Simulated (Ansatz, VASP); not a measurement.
## Ag in VASP and in Ansatz

```
CELL_PARAMETERS angstrom
0.00000 2.04500 2.04500
2.04500 0.00000 2.04500
2.04500 2.04500 0.00000
ATOMIC_POSITIONS crystal
Ag 0.00000 0.00000 0.00000
```

Alike in both runs: task relaxation of cell and atoms; functional LDA; k mesh 24 × 24 × 24; occupations gaussian, width 0.1 eV; no spin polarisation.

|  | VASP | Ansatz |
| --- | --- | --- |
| version | VASP 6.6.1 | Ansatz 0.2.0 |
| potentials or method | VASP PAW LDA potentials, release 64 (Ag) | scalar-relativistic, plane waves, PAW |
| plane-wave cutoff (eV) | 600 | 420 |
| valence electrons in the cell | 11 | 19 |

Ansatz gave:

* gap on the k mesh at the Fermi level, each at its own relaxed structure (eV): none
* relaxed volume (Å³/atom): 16.01
* relaxed length of the cell vector where the two differ most in proportion (Å): 2.829

Estimate VASP's values.

gap on the k mesh at the Fermi level, each at its own relaxed structure (eV): none; relaxed volume (Å³/atom): 16.03; relaxed length of the cell vector where the two differ most in proportion (Å): 2.830.

LDA's correlation is that of Perdew and Zunger in VASP and of Perdew and Wang (1992) in Ansatz. A gap of «none» marks a metal or a gap that the smearing closes. VASP's potentials hold 11 valence electrons a cell and Ansatz's 19, so a difference there can come from the potentials and not from the codes.
